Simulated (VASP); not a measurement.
# Sb (P6_3/mmc) in VASP: notebook, part 2 of 2

VASP 6.6.1. Earlier steps stand in the parts before.

### 4 Single point, PBE (volume scaled by 0.92)

Contents of INCAR:

```
ALGO = Normal
EDIFF = 1E-6
ENCUT = 520
GGA = PE
ISIF = 2
ISMEAR = -1
LASPH = True
LCHARG = False
LREAL = False
LWAVE = False
NBANDS = 12
NELM = 60
PREC = Accurate
SIGMA = 0.1
```

Contents of KPOINTS:

```
k-points
0
Gamma
  12 12 7
```

Contents of POSCAR:

```
Sb
1.0
    3.2764091915      0.0000000000      0.0000000000
   -1.6382045958      2.8374535931      0.0000000000
    0.0000000000      0.0000000000      5.4254528235
Sb
2
Direct
    0.3333333333      0.6666666667      0.2500000000
    0.6666666667      0.3333333333      0.7500000000
```

Potentials or basis: VASP PAW PBE potentials, release 64 (Sb).

Run with:

```console
$ cat potpaw_PBE.64/Sb/POTCAR > POTCAR
$ mpirun -np 1 vasp_std > vasp.out
```

OUTCAR:

```text
EDIFF = 1E-6
   ENCUT = 520
   GGA = PE
   ISIF = 2
   ISMEAR = -1
   LASPH = True
   LREAL = False
   NELM = 60
   PREC = Accurate

 ion  position               nearest neighbor table
   1  0.333  0.667  0.250-   2 3.31   2 3.31   2 3.31   2 3.31   2 3.31   2 3.31
   2  0.667  0.333  0.750-   1 3.31   1 3.31   1 3.31   1 3.31   1 3.31   1 3.31

  LATTYP: Found a hexagonal cell.
 ALAT       =     3.2764091915
 C/A-ratio  =     1.6559142971

  Lattice vectors:

 A1 = (   3.2764091915,   0.0000000000,   0.0000000000)
 A2 = (  -1.6382045958,   2.8374535931,   0.0000000000)
 A3 = (   0.0000000000,   0.0000000000,   5.4254528235)

Analysis of symmetry for initial positions (statically):
=====================================================================
 Subroutine PRICEL returns:
 Original cell was already a primitive cell.

 Routine SETGRP: Setting up the symmetry group for a
 hexagonal supercell.

 Subroutine GETGRP returns: Found 24 space group operations
 (whereof 12 operations were pure point group operations)
 out of a pool of 24 trial point group operations.

The static configuration has the point symmetry D_3d.
 The point group associated with its full space group is D_6h.
[... 166 lines left out ...]
 Fermi energy:         9.4334647910

 k-point     1 :       0.0000    0.0000    0.0000
  band No.  band energies     occupation
      1      -4.0508      2.00000
      2      -0.0576      2.00000
      3       3.1305      2.00000
      4      13.4673      0.00000
      5      13.4673      0.00000
      6      15.0854      0.00000
      7      15.1739      0.00000
      8      15.1739      0.00000
      9      17.5991      0.00000
     10      18.4604      0.00000
     11      19.6928      0.00000
     12      19.6928      0.00000
[... 331 lines left out ...]
 k-point    24 :       0.3333    0.0000    0.1429
  band No.  band energies     occupation
      1      -1.8797      2.00000
      2       1.2136      2.00000
      3       5.1906      2.00000
      4       6.3149      2.00000
      5       8.3942      1.99994
      6      10.5869      0.00002
      7      12.0223      0.00000
      8      13.5754      0.00000
      9      14.6147      0.00000
     10      16.7014      0.00000
     11      18.0483      0.00000
     12      19.5648      0.00000

 [... further k-points ...]
[... 5 lines left out ...]
  --------------------------------------------------------------------------------------
  -------------------------------------------------------------------------------------
  Total        2.0450775      2.0450775      1.5568855     -0.0000000      0.0000000      0.0000000
  in kB       64.9617109     64.9617109     49.4543345     -0.0000000      0.0000000      0.0000000
  external PRESSURE =      59.7925854 kB  Pullay stress =       0.0000000 kB

 VOLUME and BASIS-vectors are now :
 -----------------------------------------------------------------------------
  energy-cutoff  :      520.00
  volume of cell :       50.44
      direct lattice vectors                 reciprocal lattice vectors
     3.276409191  0.000000000  0.000000000     0.305212182  0.176214336  0.000000000
    -1.638204596  2.837453593  0.000000000     0.000000000  0.352428671  0.000000000
     0.000000000  0.000000000  5.425452823     0.000000000  0.000000000  0.184316412

 POSITION                                       TOTAL-FORCE (eV/Angst)
 -----------------------------------------------------------------------------------
     -0.00000      1.89164      1.35636        -0.000000      0.000000      0.000000
      1.63820      0.94582      4.06909         0.000000     -0.000000      0.000000
 -----------------------------------------------------------------------------------
    total drift:                               -0.000000      0.000000      0.000000

  FREE ENERGIE OF THE ION-ELECTRON SYSTEM (eV)
  ---------------------------------------------------
  free  energy   TOTEN  =        -7.6618474170 eV

  energy  without entropy=       -7.6176526668  energy(sigma->0) =       -7.63975004
```

OSZICAR:

```text
N       E                     dE             d eps       ncg     rms          rms(c)
DAV:   1     0.349359550171E+02    0.34936E+02   -0.36870E+03  1824   0.672E+02
DAV:   2    -0.598319517974E+01   -0.40919E+02   -0.39919E+02  2436   0.112E+02
DAV:   3    -0.765714104225E+01   -0.16739E+01   -0.16597E+01  2348   0.248E+01
DAV:   4    -0.767015503391E+01   -0.13014E-01   -0.13011E-01  2076   0.262E+00
DAV:   5    -0.767028848450E+01   -0.13345E-03   -0.13345E-03  2212   0.295E-01    0.273E+00
DAV:   6    -0.766481650771E+01    0.54720E-02   -0.25370E-03  2064   0.270E-01    0.157E+00
DAV:   7    -0.766182279730E+01    0.29937E-02   -0.52578E-03  1980   0.389E-01    0.437E-02
DAV:   8    -0.766184611598E+01   -0.23319E-04   -0.10664E-04  2220   0.723E-02    0.142E-02
DAV:   9    -0.766184792005E+01   -0.18041E-05   -0.30836E-06  2076   0.126E-02    0.269E-03
DAV:  10    -0.766184741703E+01    0.50302E-06   -0.18263E-07  1232   0.245E-03
   1 F= -.76618474E+01 E0= -.76397500E+01  d E =-.441948E-01
```

Run time: 21 s. Hardware: 1 thread of Intel Xeon Platinum 8259CL at 2.50GHz (Skylake/Cascade Lake), shared host; peak memory 0.18 GiB.

Results:

| Quantity | Value |
| --- | --- |
| Free energy | -7.6618 eV |
| Pressure | 6.0 GPa |
| Band gap on the k mesh | zero (band 5 reaches 14.12 eV, above the bottom of band 6 at 6.25 eV) |

Stress tensor (GPa, compression positive):
```
6.50 0.00 0.00
0.00 6.50 0.00
0.00 0.00 4.95
```

Levels at points of the mesh, in eV from the Fermi level:
| k point | band 2 | band 3 | band 4 | band 5 | band 6 | band 7 | band 8 | band 9 |
| --- | --- | --- | --- | --- | --- | --- | --- | --- |
| (0.00, 0.00, 0.00) | -9.49 | -6.30 | 4.03 | 4.03 | 5.65 | 5.74 | 5.74 | 8.17 |
| (0.50, 0.00, 0.00) | -8.22 | -4.56 | -3.38 | -2.47 | -0.27 | 0.48 | 3.93 | 4.52 |

Caveat: spin-orbit coupling is left out, which moves the levels of the heavy elements.

### 5 Summary

```tsv
cell	k mesh	cutoff (eV)	gap on the mesh (eV)	pressure (GPa)
a = 3.369, b = 3.369, c = 5.578 Å, angles 90.0, 90.0, 120.0°, 2 atoms	6 × 6 × 3	500	none	-0.5
a = 3.228, b = 3.228, c = 5.346 Å, angles 90.0, 90.0, 120.0°, 2 atoms	12 × 12 × 7	520	none	10.1
a = 3.276, b = 3.276, c = 5.425 Å, angles 90.0, 90.0, 120.0°, 2 atoms	12 × 12 × 7	520	none	6.0
```

Alike in all rows: task single point; level PBE; potentials or basis VASP PAW PBE potentials, release 64 (Sb); no spin polarisation; smearing fermi-dirac 0.1 eV.

Caveats: some runs use coarse meshes; spin-orbit coupling is left out, which moves the levels of the heavy elements.

Absolute energies hang on the potentials; compare differences alone.
